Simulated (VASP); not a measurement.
# HgPt2 (R-3m) in VASP: single point with PBE

Aim: the single point of HgPt2 with PBE.

Program: VASP 6.6.1. These are calculated values, not measurements. Logs are shortened: lines on timing, memory, paths and dates and some standing lists are left out, and cuts for length are marked.

## Step 1: The cell of the first run

It takes space group R-3m (No. 166, trigonal). The conventional cell has a = 2.903 Å, b = 2.903 Å, c = 21.212 Å, α = 90.00°, β = 90.00°, γ = 120.00°. Hg (site symmetry -3m) has 6 Hg at 2.90 Å and 6 Pt at 2.91 Å within 3.8 Å. Pt (site symmetry 3m) has 9 Pt at 2.86 to 2.90 Å and 3 Hg at 2.91 Å within 3.8 Å.

## Step 2: Single point, PBE

File INCAR:

```
PREC = Accurate
ENCUT = 570
EDIFF = 1E-6
ISMEAR = 0
SIGMA = 0.1
LREAL = False
LASPH = True
NELM = 120
ALGO = Normal
ISIF = 2
LWAVE = False
LCHARG = True
GGA = PE
LELF = True
LVHAR = True
NBANDS = 35
GGA_COMPAT = False
```

File KPOINTS:

```
Automatic mesh
0
Gamma
  6 6 6
```

File POSCAR:

```
HgPt2
1.0
    1.4515615095      0.8380594283      7.0705550510
   -1.4515615095      0.8380594283      7.0705550510
    0.0000000000     -1.6761188565      7.0705550510
Hg Pt
1 2
Direct
    0.0000000000      0.0000000000      0.0000000000
    0.7785664063      0.7785664063      0.7785664063
    0.2214335937      0.2214335937      0.2214335937
```

Potentials or basis: VASP PAW PBE potentials, release 64 (Hg_sv_GW, Pt_sv_GW).

Launch:

```console
> cat potpaw_PBE.64/Hg_sv_GW/POTCAR potpaw_PBE.64/Pt_sv_GW/POTCAR > POTCAR
> mpirun -np 1 vasp_std > vasp.out
```

OUTCAR:

```text
PREC = Accurate
   ENCUT = 570
   EDIFF = 1E-6
   ISMEAR = 0
   LREAL = False
   LASPH = True
   NELM = 120
   ISIF = 2
   GGA = PE

 ion  position               nearest neighbor table
   1  0.000  0.000  0.000-   2 2.91   2 2.91   3 2.91   3 2.91   2 2.91   3 2.91
   2  0.779  0.779  0.779-   3 2.86   3 2.86   3 2.86   1 2.91   1 2.91   1 2.91
   3  0.221  0.221  0.221-   2 2.86   2 2.86   2 2.86   1 2.91   1 2.91   1 2.91

  LATTYP: Found a trigonal (rhomboedric) cell.
 ALAT       =     7.2665069428
 COS(alpha) =     0.9201914359

  Lattice vectors:

 A1 = (   1.4515615095,   0.8380594283,   7.0705550510)
 A2 = (  -1.4515615095,   0.8380594283,   7.0705550510)
 A3 = (   0.0000000000,  -1.6761188565,   7.0705550510)

Analysis of symmetry for initial positions (statically):
=====================================================================
 Subroutine PRICEL returns:
 Original cell was already a primitive cell.

 Routine SETGRP: Setting up the symmetry group for a
 trigonal (rhombohedral) supercell.

 Subroutine GETGRP returns: Found 12 space group operations
 (whereof 12 operations were pure point group operations)
 out of a pool of 12 trial point group operations.

The static configuration has the point symmetry D_3d.

Analysis of symmetry for dynamics (positions and initial velocities):
=====================================================================
 Subroutine PRICEL returns:
 Original cell was already a primitive cell.

 Routine SETGRP: Setting up the symmetry group for a
 trigonal (rhombohedral) supercell.

 Subroutine GETGRP returns: Found 12 space group operations
 (whereof 12 operations were pure point group operations)
 out of a pool of 12 trial point group operations.

The dynamic configuration has the point symmetry D_3d.

 Subroutine INISYM returns: Found 12 space group operations
 (whereof 12 operations are pure point group operations),
 and found     1 'primitive' translations

----------------------------------------------------------------------------------------

                                     Primitive cell

  volume of cell :      51.6078

  direct lattice vectors                    reciprocal lattice vectors
     1.451561510  0.838059428  7.070555051     0.344456640  0.198872134  0.047143871
    -1.451561510  0.838059428  7.070555051    -0.344456640  0.198872134  0.047143871
     0.000000000 -1.676118857  7.070555051     0.000000000 -0.397744267  0.047143871

  length of vectors
     7.266506943  7.266506943  7.266506943     0.400528459  0.400528459  0.400528459

  position of ions in fractional coordinates (direct lattice)
     0.000000000  0.000000000  0.000000000
     0.778566406  0.778566406  0.778566406
     0.221433594  0.221433594  0.221433594

  ion indices of the primitive-cell ions
   primitive index   ion index
                 1           1
                 2           2
                 3           3

----------------------------------------------------------------------------------------

 KPOINTS: Automatic mesh

Automatic generation of k-mesh.
 Grid dimensions read from file:
 generate k-points for:    6    6    6

 Generating k-lattice:

  Cartesian coordinates                     Fractional coordinates (reciprocal lattice)
     0.057409440  0.033145356  0.007857312     0.166666667 -0.000000000 -0.000000000
    -0.057409440  0.033145356  0.007857312    -0.000000000  0.166666667 -0.000000000
     0.000000000 -0.066290711  0.007857312     0.000000000  0.000000000  0.166666667

  Length of vectors
     0.066754743  0.066754743  0.066754743

  Shift w.r.t. Gamma in fractional coordinates (k-lattice)
     0.000000000  0.000000000  0.000000000

 Subroutine IBZKPT returns following result:
 ===========================================

 Found     32 irreducible k-points:

 Following reciprocal coordinates:
            Coordinates               Weight
  0.000000  0.000000  0.000000      1.000000
  0.166667 -0.000000  0.000000      6.000000
  0.333333 -0.000000  0.000000      6.000000
  0.500000 -0.000000  0.000000      3.000000
  0.166667  0.166667  0.000000      6.000000
  0.333333  0.166667  0.000000     12.000000
[... 16 lines left out ...]
  0.500000  0.500000  0.166667      6.000000
 -0.333333  0.500000  0.166667     12.000000
 [... further k-points ...]
   k-points           NKPTS =     32   k-points in BZ     NKDIM =     32   number of bands    NBANDS=     35
   number of dos      NEDOS =    301   number of ions     NIONS =      3
   total plane-waves  NPLWV = 216000
   dimension x,y,z NGX =    60 NGY =   60 NGZ =   60
   dimension x,y,z NGXF=   120 NGYF=  120 NGZF=  120
   ions per type =               1   2
   NGX,Y,Z   is equivalent  to a cutoff of  13.73, 13.73, 13.73 a.u.
   NGXF,Y,Z  is equivalent  to a cutoff of  27.45, 27.45, 27.45 a.u.
 SYSTEM =  unknown system
   PREC   = accura    normal or accurate (medium, high low for compatibility)
   ISTART =      0    job   : 0-new  1-cont  2-samecut
   ICHARG =      2    charge: 1-file 2-atom 10-const
   ISPIN  =      1    spin polarized calculation?
   LNONCOLLINEAR =      F non collinear calculations
   LSORBIT =      F    spin-orbit coupling
   LASPH  =      T    aspherical Exc in radial PAW
   ENCUT  =  570.0 eV  41.89 Ry    6.47 a.u.  14.15 14.15 14.15*2*pi/ulx,y,z
   NELM   =    120;   NELMIN=  2; NELMDL= -5     # of ELM steps
   EDIFF  = 0.1E-05   stopping-criterion for ELM
   LREAL  =      F    real-space projection
   EDIFFG = 0.1E-04   stopping-criterion for IOM
   NSW    =      0    number of steps for IOM
   IBRION =     -1    ionic relax: 0-MD 1-quasi-New 2-CG
   NFREE  =      0    steps in history (QN), initial steepest desc. (CG)
   ISIF   =      2    stress and relaxation
   ISYM   =      2    0-nonsym 1-usesym 2-fastsym
   POTIM  = 0.5000    time-step for ionic-motion
   TEBEG  =    0.0;   TEEND  =   0.0 temperature during run
   PSTRESS=    0.0 pullay stress
   NELECT =      56.0000    total number of electrons
   NUPDOWN=      -1.0000    fix difference up-down
   EMIN   =  10.00;   EMAX   =-10.00  energy-range for DOS
   EFERMI =   0.00;   METHOD = LEGACY
   ISMEAR =     0;   SIGMA  =   0.10  broadening in eV -4-tet -1-fermi 0-gaus
   EFERMI_NEDOS =   21; number of points for ismear=-14 and -15
   IALGO  =     38    algorithm
   IMIX   =      4    mixing-type and parameters
     AMIX     =   0.40;   BMIX     =  1.00
     AMIX_MAG =   1.60;   BMIX_MAG =  1.00
  volume/ion in A,a.u.               =      17.20       116.09
  Fermi-wavevector in a.u.,A,eV,Ry     =   1.682283  3.179055 38.505543  2.830078
  Thomas-Fermi vector in A             =   2.765690
   LORBIT       =      0    0 simple, 1 ext, 2 COOP (PROOUT), +10 PAW based schemes
   GGA     = PE    functional components
   LHFCALC =     F    Hartree Fock is set to
   AEXX    =    0.0000 exact exchange contribution
   IVDW    =     0    specifies the selected vdW correction
   LEPSILON=     F    determine dielectric tensor
   LRPA    =     F    only Hartree local field effects (RPA)
 non-spin polarized calculation
 Gauss-broadening in eV      SIGMA  =   0.10
  energy-cutoff  :      570.00
  volume of cell :       51.61
 maximum number of plane-waves:      1624
 NGX is ok and might be reduce to    60
   NGX = 29   NGY = 29   NGZ = 29

 number of electron      56.0000002 magnetization

 Free energy of the ion-electron system (eV)
  ---------------------------------------------------
  ext. energy  EPLUGINS =         0.00000000
  ---------------------------------------------------
  free energy    TOTEN  =       -12.00866565 eV

  energy without entropy =      -11.99902282  energy(sigma->0) =      -12.00384423

 E-fermi :   9.0192     XC(G=0): -13.2550

 val. band max:        9.0126380495   @ k =   0.3333  -0.0000   0.0000
 cond. band min:       9.0264817141   @ k =   0.5000   0.5000   0.0000
 fundamental gap:      0.0138436646
 Fermi energy:         9.0192465240

 k-point     1 :       0.0000    0.0000    0.0000
  band No.  band energies     occupation
      1    -106.4429      2.00000
      2     -89.0930      2.00000
      3     -89.0821      2.00000
      4     -54.7731      2.00000
      5     -54.7731      2.00000
      6     -54.7434      2.00000
[... 27 lines left out ...]
     34      23.8087      0.00000
     35      24.5632      0.00000

 k-point     2 :       0.1667   -0.0000    0.0000
  band No.  band energies     occupation
      1    -106.4418      2.00000
      2     -89.0898      2.00000
      3     -89.0807      2.00000
      4     -54.8001      2.00000
      5     -54.7801      2.00000
      6     -54.7405      2.00000
[... 27 lines left out ...]
     34      23.2699      0.00000
     35      23.9611      0.00000

 k-point     3 :       0.3333   -0.0000    0.0000
  band No.  band energies     occupation
      1    -106.4395      2.00000
      2     -89.0824      2.00000
      3     -89.0765      2.00000
      4     -54.8538      2.00000
      5     -54.7940      2.00000
      6     -54.7344      2.00000
[... 27 lines left out ...]
     34      19.6804      0.00000
     35      21.0574      0.00000

 k-point     4 :       0.5000   -0.0000    0.0000
  band No.  band energies     occupation
      1    -106.4384      2.00000
      2     -89.0787      2.00000
      3     -89.0749      2.00000
      4     -54.8806      2.00000
      5     -54.8009      2.00000
      6     -54.7314      2.00000
[... 27 lines left out ...]
     34      19.7033      0.00000
     35      19.7698      0.00000

 k-point     5 :       0.1667    0.1667    0.0000
  band No.  band energies     occupation
      1    -106.4418      2.00000
      2     -89.0901      2.00000
      3     -89.0807      2.00000
      4     -54.8001      2.00000
      5     -54.7801      2.00000
      6     -54.7405      2.00000
[... 638 lines left out ...]
 k-point    22 :      -0.1667    0.3333    0.1667
  band No.  band energies     occupation
      1    -106.4384      2.00000
      2     -89.0786      2.00000
      3     -89.0750      2.00000
      4     -54.8672      2.00000
      5     -54.8145      2.00000
      6     -54.7314      2.00000
[... 27 lines left out ...]
     34      18.4142      0.00000
     35      19.1927      0.00000

 k-point    23 :       0.5000    0.5000    0.1667
  band No.  band energies     occupation
      1    -106.4395      2.00000
      2     -89.0827      2.00000
      3     -89.0766      2.00000
      4     -54.8538      2.00000
      5     -54.7940      2.00000
      6     -54.7344      2.00000
[... 27 lines left out ...]
     34      20.1808      0.00000
     35      20.8399      0.00000

 k-point    24 :      -0.3333    0.5000    0.1667
  band No.  band energies     occupation
      1    -106.4384      2.00000
      2     -89.0786      2.00000
      3     -89.0750      2.00000
      4     -54.8671      2.00000
      5     -54.8145      2.00000
      6     -54.7314      2.00000
[... 27 lines left out ...]
     34      17.0553      0.00000
     35      18.6135      0.00000

 [... further k-points ...]

------------------------ aborting loop because EDIFF is reached ----------------------------------------

  FORCE on cell =-STRESS in cart. coord.  units (eV):
  Direction    XX          YY          ZZ          XY          YZ          ZX
  --------------------------------------------------------------------------------------
  -------------------------------------------------------------------------------------
  Total       -0.4119270     -0.4119270     -0.4297470      0.0000000     -0.0000000      0.0000000
  in kB      -12.7883881    -12.7883881    -13.3416160      0.0000000     -0.0000000      0.0000000
  external PRESSURE =     -12.9727974 kB  Pullay stress =       0.0000000 kB

 VOLUME and BASIS-vectors are now :
 -----------------------------------------------------------------------------
  energy-cutoff  :      570.00
  volume of cell :       51.61
      direct lattice vectors                 reciprocal lattice vectors
     1.451561510  0.838059428  7.070555051     0.344456640  0.198872134  0.047143871
    -1.451561510  0.838059428  7.070555051    -0.344456640  0.198872134  0.047143871
     0.000000000 -1.676118857  7.070555051     0.000000000 -0.397744267  0.047143871

 POSITION                                       TOTAL-FORCE (eV/Angst)
 -----------------------------------------------------------------------------------
      0.00000      0.00000      0.00000         0.000000     -0.000000      0.000000
      0.00000      0.00000     16.51469        -0.000000      0.000000      0.007089
      0.00000      0.00000      4.69698        -0.000000     -0.000000     -0.007089
 -----------------------------------------------------------------------------------
    total drift:                               -0.000000     -0.000000      0.000000

  FREE ENERGIE OF THE ION-ELECTRON SYSTEM (eV)
  ---------------------------------------------------
  free  energy   TOTEN  =       -12.0086656502 eV

  energy  without entropy=      -11.9990228195  energy(sigma->0) =      -12.00384423
```

Wall time 4.4 min (1 thread of Intel Xeon Platinum 8488C (Sapphire Rapids), shared host); peak memory 0.53 GiB.

What came out:

| Item | Value |
| --- | --- |
| Free energy | -12.0087 eV |
| Pressure | -1.3 GPa |
| Largest force | 0.007 eV/Å |
| Band gap on the k mesh | zero (bands 28 and 29 overlap by 2.26 eV) |

Forces in eV/Å, atoms in the order of the input:
```
Hg   0.000  0.000  0.000
Pt   0.000  0.000  0.007
Pt   0.000  0.000 -0.007
```

Caveat: the k points lie up to 0.42 Å⁻¹ apart, too coarse for converged energies and pressures of a metal; spin-orbit coupling is left out, which moves the levels of the heavy elements.
